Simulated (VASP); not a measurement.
# Zr (P6_3/mmc) in VASP: notebook

Runs on Zr. Level: PBEsol. Tasks: single point, relaxation of cell and atoms.

All numbers are computed with VASP 6.6.1; they aren't measurements. Logs are shortened: lines on timing, memory, paths and dates and some standing lists are left out, and cuts for length are marked.

## (1) The cell of the first run

It takes space group P6_3/mmc (No. 194, hexagonal). The conventional cell has a = 3.186 Å, b = 3.186 Å, c = 5.114 Å, α = 90.00°, β = 90.00°, γ = 120.00°. Within 4.1 Å of Zr (site symmetry -6m2) lie 12 Zr at 3.15 to 3.19 Å.

## (2) Single point, PBEsol

Contents of INCAR:

```
SYSTEM = Zr
ALGO     = Normal         ! electronic algorithm
EDIFF    = 1E-7           ! SCF threshold, eV
ENCUT    = 520            ! plane-wave cutoff, eV
GGA      = PS             ! functional
ISIF     = 2              ! what is computed and relaxed
ISMEAR   = 1              ! smearing method
LASPH    = .True.         ! aspherical terms in the spheres
LCHARG   = .False.        ! write CHGCAR
LREAL    = .False.        ! projectors in reciprocal space
LWAVE    = .False.        ! write WAVECAR
NBANDS   = 19             ! bands
NELM     = 100            ! most SCF steps
PREC     = Accurate       ! precision mode
SIGMA    = 0.1            ! smearing width, eV
```

Contents of KPOINTS:

```
k-points
0
Gamma
  15 15 9
  0 0 0
```

Contents of POSCAR:

```
Zr
1.0
    3.1863189725      0.0000000000      0.0000000000
   -1.5931594862      2.7594331747      0.0000000000
    0.0000000000      0.0000000000      5.1135870876
Zr
2
Direct
    0.3333333333      0.6666666667      0.2500000000
    0.6666666667      0.3333333333      0.7500000000
```

Potentials or basis: VASP PAW PBE potentials, release 64 (Zr_sv).

On the command line:

```
> cat potpaw_PBE.64/Zr_sv/POTCAR > POTCAR
> mpirun -np 1 vasp_std > vasp.out
```

OUTCAR:

```text
SYSTEM = Zr
   EDIFF = 1E-7
   ENCUT = 520
   GGA = PS
   ISIF = 2
   ISMEAR = 1
   LASPH = .True.
   LREAL = .False.
   NELM = 100
   PREC = Accurate

 ion  position               nearest neighbor table
   1  0.333  0.667  0.250-   2 3.15   2 3.15   2 3.15   2 3.15   2 3.15   2 3.15
   2  0.667  0.333  0.750-   1 3.15   1 3.15   1 3.15   1 3.15   1 3.15   1 3.15

  LATTYP: Found a hexagonal cell.
 ALAT       =     3.1863189725
 C/A-ratio  =     1.6048572449

  Lattice vectors:

 A1 = (   3.1863189725,   0.0000000000,   0.0000000000)
 A2 = (  -1.5931594862,   2.7594331747,   0.0000000000)
 A3 = (   0.0000000000,   0.0000000000,   5.1135870876)

Analysis of symmetry for initial positions (statically):
=====================================================================
 Subroutine PRICEL returns:
 Original cell was already a primitive cell.

 Routine SETGRP: Setting up the symmetry group for a
 hexagonal supercell.

 Subroutine GETGRP returns: Found 24 space group operations
 (whereof 12 operations were pure point group operations)
 out of a pool of 24 trial point group operations.

The static configuration has the point symmetry D_3d.
 The point group associated with its full space group is D_6h.

Analysis of symmetry for dynamics (positions and initial velocities):
=====================================================================
 Subroutine PRICEL returns:
 Original cell was already a primitive cell.

 Routine SETGRP: Setting up the symmetry group for a
 hexagonal supercell.

 Subroutine GETGRP returns: Found 24 space group operations
 (whereof 12 operations were pure point group operations)
 out of a pool of 24 trial point group operations.

The dynamic configuration has the point symmetry D_3d.
 The point group associated with its full space group is D_6h.

 Subroutine INISYM returns: Found 24 space group operations
 (whereof 12 operations are pure point group operations),
 and found     1 'primitive' translations

----------------------------------------------------------------------------------------

                                     Primitive cell

  volume of cell :      44.9609

  direct lattice vectors                    reciprocal lattice vectors
     3.186318973  0.000000000  0.000000000     0.313841774  0.181196633  0.000000000
    -1.593159486  2.759433175  0.000000000     0.000000000  0.362393266  0.000000000
     0.000000000  0.000000000  5.113587088     0.000000000  0.000000000  0.195557440

  length of vectors
     3.186318973  3.186318972  5.113587088     0.362393266  0.362393266  0.195557440

  position of ions in fractional coordinates (direct lattice)
     0.333333333  0.666666667  0.250000000
     0.666666667  0.333333333  0.750000000

  ion indices of the primitive-cell ions
   primitive index   ion index
                 1           1
                 2           2

----------------------------------------------------------------------------------------

 KPOINTS: k-points

Automatic generation of k-mesh.
 Grid dimensions read from file:
 generate k-points for:   15   15    9

 Generating k-lattice:

  Cartesian coordinates                     Fractional coordinates (reciprocal lattice)
     0.020922785  0.012079776  0.000000000     0.066666667 -0.000000000  0.000000000
     0.000000000  0.024159551  0.000000000     0.000000000  0.066666667  0.000000000
     0.000000000  0.000000000  0.021728604     0.000000000  0.000000000  0.111111111

  Length of vectors
     0.024159551  0.024159551  0.021728604

  Shift w.r.t. Gamma in fractional coordinates (k-lattice)
     0.000000000  0.000000000  0.000000000

 Subroutine IBZKPT returns following result:
 ===========================================

 Found    135 irreducible k-points:

 Following reciprocal coordinates:
            Coordinates               Weight
  0.000000  0.000000  0.000000      1.000000
  0.066667  0.000000  0.000000      6.000000
  0.133333 -0.000000  0.000000      6.000000
  0.200000  0.000000  0.000000      6.000000
  0.266667 -0.000000  0.000000      6.000000
  0.333333  0.000000  0.000000      6.000000
[... 16 lines left out ...]
  0.333333  0.200000  0.000000     12.000000
  0.400000  0.200000  0.000000      6.000000
 [... further k-points ...]
   k-points           NKPTS =    135   k-points in BZ     NKDIM =    135   number of bands    NBANDS=     19
   number of dos      NEDOS =    301   number of ions     NIONS =      2
   total plane-waves  NPLWV =  23040
   dimension x,y,z NGX =    24 NGY =   24 NGZ =   40
   dimension x,y,z NGXF=    48 NGYF=   48 NGZF=   80
   ions per type =               2
   NGX,Y,Z   is equivalent  to a cutoff of  12.52, 12.52, 13.00 a.u.
   NGXF,Y,Z  is equivalent  to a cutoff of  25.04, 25.04, 26.01 a.u.
 SYSTEM =  Zr
   PREC   = accura    normal or accurate (medium, high low for compatibility)
   ISTART =      0    job   : 0-new  1-cont  2-samecut
   ICHARG =      2    charge: 1-file 2-atom 10-const
   ISPIN  =      1    spin polarized calculation?
   LNONCOLLINEAR =      F non collinear calculations
   LSORBIT =      F    spin-orbit coupling
   LASPH  =      T    aspherical Exc in radial PAW
   ENCUT  =  520.0 eV  38.22 Ry    6.18 a.u.   5.92  5.92  9.51*2*pi/ulx,y,z
   NELM   =    100;   NELMIN=  2; NELMDL= -5     # of ELM steps
   EDIFF  = 0.1E-06   stopping-criterion for ELM
   LREAL  =      F    real-space projection
   EDIFFG = 0.1E-05   stopping-criterion for IOM
   NSW    =      0    number of steps for IOM
   IBRION =     -1    ionic relax: 0-MD 1-quasi-New 2-CG
   NFREE  =      0    steps in history (QN), initial steepest desc. (CG)
   ISIF   =      2    stress and relaxation
   ISYM   =      2    0-nonsym 1-usesym 2-fastsym
   POTIM  = 0.5000    time-step for ionic-motion
   TEBEG  =    0.0;   TEEND  =   0.0 temperature during run
   PSTRESS=    0.0 pullay stress
   NELECT =      24.0000    total number of electrons
   NUPDOWN=      -1.0000    fix difference up-down
   EMIN   =  10.00;   EMAX   =-10.00  energy-range for DOS
   EFERMI =   0.00;   METHOD = LEGACY
   ISMEAR =     1;   SIGMA  =   0.10  broadening in eV -4-tet -1-fermi 0-gaus
   EFERMI_NEDOS =   21; number of points for ismear=-14 and -15
   IALGO  =     38    algorithm
   IMIX   =      4    mixing-type and parameters
     AMIX     =   0.40;   BMIX     =  1.00
     AMIX_MAG =   1.60;   BMIX_MAG =  1.00
  volume/ion in A,a.u.               =      22.48       151.71
  Fermi-wavevector in a.u.,A,eV,Ry     =   1.328007  2.509569 23.995265  1.763602
  Thomas-Fermi vector in A             =   2.457277
   LORBIT       =      0    0 simple, 1 ext, 2 COOP (PROOUT), +10 PAW based schemes
   GGA     = PS    functional components
   LHFCALC =     F    Hartree Fock is set to
   AEXX    =    0.0000 exact exchange contribution
   IVDW    =     0    specifies the selected vdW correction
   LEPSILON=     F    determine dielectric tensor
   LRPA    =     F    only Hartree local field effects (RPA)
 non-spin polarized calculation
 Methfessel and Paxton  Order N= 1 SIGMA  =   0.10
  energy-cutoff  :      520.00
  volume of cell :       44.96
 maximum number of plane-waves:      1226
 NGX is ok and might be reduce to    24
   NGX = 11   NGY = 11   NGZ = 19

 number of electron      24.0000000 magnetization

 Free energy of the ion-electron system (eV)
  ---------------------------------------------------
  ext. energy  EPLUGINS =         0.00000000
  ---------------------------------------------------
  free energy    TOTEN  =       -18.16383511 eV

  energy without entropy =      -18.16568111  energy(sigma->0) =      -18.16445044

 E-fermi :   9.2827     XC(G=0): -11.3637

 val. band max:        9.2826513595   @ k =   0.2000   0.1333   0.4444
 cond. band min:       9.2928009008   @ k =   0.1333  -0.0000   0.0000
 fundamental gap:      0.0101495413
 Fermi energy:         9.2827279228

 k-point     1 :       0.0000    0.0000    0.0000
  band No.  band energies     occupation
      1     -39.4125      2.00000
      2     -39.2371      2.00000
      3     -18.0248      2.00000
      4     -17.0425      2.00000
      5     -17.0425      2.00000
      6     -16.9044      2.00000
[... 11 lines left out ...]
     18      11.5067      0.00000
     19      13.8776      0.00000

 k-point     2 :       0.0667    0.0000    0.0000
  band No.  band energies     occupation
      1     -39.4065      2.00000
      2     -39.2345      2.00000
      3     -18.0095      2.00000
      4     -17.0778      2.00000
      5     -17.0539      2.00000
      6     -16.9264      2.00000
[... 11 lines left out ...]
     18      11.3890      0.00000
     19      13.9652      0.00000

 k-point     3 :       0.1333   -0.0000    0.0000
  band No.  band energies     occupation
      1     -39.3893      2.00000
      2     -39.2272      2.00000
      3     -17.9648      2.00000
      4     -17.1772      2.00000
      5     -17.0854      2.00000
      6     -17.0277      2.00000
[... 11 lines left out ...]
     18      11.2977      0.00000
     19      14.1659      0.00000

 k-point     4 :       0.2000    0.0000    0.0000
  band No.  band energies     occupation
      1     -39.3633      2.00000
      2     -39.2170      2.00000
      3     -17.8946      2.00000
      4     -17.3234      2.00000
      5     -17.1720      2.00000
      6     -17.1299      2.00000
[... 11 lines left out ...]
     18      11.8387      0.00000
     19      14.3805      0.00000

 k-point     5 :       0.2667   -0.0000    0.0000
  band No.  band energies     occupation
      1     -39.3320      2.00000
      2     -39.2065      2.00000
      3     -17.8056      2.00000
      4     -17.4904      2.00000
      5     -17.3310      2.00000
      6     -17.1790      2.00000
[... 11 lines left out ...]
     18      12.5423      0.00000
     19      14.5536      0.00000
[... 334 lines left out ...]
      2     -39.1969      2.00000
      3     -17.6814      2.00000
      4     -17.5646      2.00000
      5     -17.5402      2.00000
      6     -17.2411      2.00000
[... 11 lines left out ...]
     18      14.1256      0.00000
     19      14.3457      0.00000

 k-point    22 :       0.2667    0.2000    0.0000
  band No.  band energies     occupation
      1     -39.2647      2.00000
      2     -39.1942      2.00000
      3     -17.6679      2.00000
      4     -17.5879      2.00000
      5     -17.5776      2.00000
      6     -17.3203      2.00000
[... 11 lines left out ...]
     18      14.3101      0.00000
     19      15.0493      0.00000

 k-point    23 :       0.3333    0.2000    0.0000
  band No.  band energies     occupation
      1     -39.2430      2.00000
      2     -39.1957      2.00000
      3     -17.7378      2.00000
      4     -17.5834      2.00000
      5     -17.5030      2.00000
      6     -17.3953      2.00000
[... 11 lines left out ...]
     18      14.2843      0.00000
     19      15.7774      0.00000

 k-point    24 :       0.4000    0.2000    0.0000
  band No.  band energies     occupation
      1     -39.2335      2.00000
      2     -39.1980      2.00000
      3     -17.7621      2.00000
      4     -17.5781      2.00000
      5     -17.4617      2.00000
      6     -17.4298      2.00000
[... 11 lines left out ...]
     18      14.2746      0.00000
     19      15.9804      0.00000

 [... further k-points ...]
[... 5 lines left out ...]
  --------------------------------------------------------------------------------------
  -------------------------------------------------------------------------------------
  Total        0.0158294      0.0158294      0.0167424      0.0000000      0.0000000      0.0000000
  in kB        0.5640788      0.5640788      0.5966139      0.0000000      0.0000000      0.0000000
  external PRESSURE =       0.5749238 kB  Pullay stress =       0.0000000 kB

 VOLUME and BASIS-vectors are now :
 -----------------------------------------------------------------------------
  energy-cutoff  :      520.00
  volume of cell :       44.96
      direct lattice vectors                 reciprocal lattice vectors
     3.186318973  0.000000000  0.000000000     0.313841774  0.181196633  0.000000000
    -1.593159486  2.759433175  0.000000000     0.000000000  0.362393266  0.000000000
     0.000000000  0.000000000  5.113587088     0.000000000  0.000000000  0.195557440

 POSITION                                       TOTAL-FORCE (eV/Angst)
 -----------------------------------------------------------------------------------
     -0.00000      1.83962      1.27840        -0.000000      0.000000      0.000000
      1.59316      0.91981      3.83519         0.000000     -0.000000      0.000000
 -----------------------------------------------------------------------------------
    total drift:                                0.000000     -0.000000      0.000000

  FREE ENERGIE OF THE ION-ELECTRON SYSTEM (eV)
  ---------------------------------------------------
  free  energy   TOTEN  =       -18.1638351095 eV

  energy  without entropy=      -18.1656811099  energy(sigma->0) =      -18.16445044
```

Run time: 35 s. Hardware: 1 thread of Intel Xeon Platinum 8559C (Emerald Rapids), shared host; peak memory 0.22 GiB.

Results:

| Item | Value |
| --- | --- |
| Free energy | -18.1638 eV |
| Pressure | 0.1 GPa |
| Band gap on the k mesh | zero (bands 12 and 13 overlap by 1.21 eV) |

Caveat: the PAW data sets were made with another functional, which shifts forces and pressure a little.

## (3) Relaxation of cell and atoms, PBEsol

This run uses another cell than the first one, of 23.28 Å³/atom.

Contents of INCAR:

```
SYSTEM = Zr
PREC = Accurate ; ENCUT = 600
EDIFF = 1E-6 ; ISMEAR = 1
SIGMA = 0.1 ; LREAL = .FALSE.
LASPH = .TRUE. ; NELM = 80
ALGO = Normal ; ISIF = 3
LWAVE = .FALSE. ; LCHARG = .FALSE.
GGA = PS ; IBRION = 2
NSW = 80 ; EDIFFG = -0.01
```

Contents of KPOINTS:

```
Automatic mesh
0
G
  15 15 9
  0 0 0
```

Contents of POSCAR:

```
Zr
1.0
    3.2320000000      0.0000000000      0.0000000000
   -1.6160000000      2.7989941050      0.0000000000
    0.0000000000      0.0000000000      5.1470000000
Zr
2
Direct
    0.3333330000      0.6666670000      0.2500000000
    0.6666670000      0.3333330000      0.7500000000
```

Potentials or basis: VASP PAW PBE potentials, release 64 (Zr_sv).

On the command line:

```
> cat potpaw_PBE.64/Zr_sv/POTCAR > POTCAR
> mpirun -np 1 vasp_std > vasp.out
```

It took 4.6 min on 1 thread of Intel Xeon Platinum 8559C (Emerald Rapids), shared host; peak memory 0.26 GiB.

The run converged. Its results:

| Quantity | Value |
| --- | --- |
| Free energy | -18.1649 eV |
| Relaxed volume | 22.49 Å³/atom |
| Relaxed cell | a = 3.186 Å, b = 3.186 Å, c = 5.115 Å, α = 90.00°, β = 90.00°, γ = 120.00° |
| Space group after relaxing (to 0.1 Å) | P6_3/mmc (No. 194) |
| Energy gained by relaxing | 8.2 meV/atom |
| Ionic steps | 7 |
| Pressure after relaxing | 0.0 GPa |
| Band gap on the k mesh | zero (bands 12 and 13 overlap by 1.21 eV) |

The path:
| step | energy change (eV) | largest force (eV/Å) | pressure (GPa) | volume (Å³) |
| --- | --- | --- | --- | --- |
| 1 | 0.0000 | 0.0000 | -3.21 | 46.56 |
| 2 | 0.0009 | 0.0000 | 3.67 | 43.49 |
| 3 | -0.0160 | 0.0000 | 0.00 | 45.02 |
| 4 | -0.0160 | 0.0000 | 0.06 | 44.99 |
| 5 | -0.0163 | 0.0000 | 0.04 | 44.98 |
| 6 | -0.0163 | 0.0000 | 0.05 | 44.97 |
| 7 | -0.0163 | 0.0000 | 0.05 | 44.97 |

Final structure:
```xyz
2
Lattice="3.1864 0.0000 0.0000 -1.5932 2.7595 0.0000 0.0000 0.0000 5.1148" Properties=species:S:1:pos:R:3 pbc="T T T"
Zr    0.0000    1.8397    1.2787
Zr    1.5932    0.9198    3.8361
```

Levels at points of the mesh, in eV from the Fermi level:
```tsv
k point	band 8	band 9	band 10	band 11	band 12	band 13	band 14	band 15	band 16
(0.00, 0.00, 0.00)	-26.17	-5.76	-3.16	0.85	0.85	0.93	1.23	1.56	1.56
```

Caveat: the PAW data sets were made with another functional, which shifts forces and pressure a little.
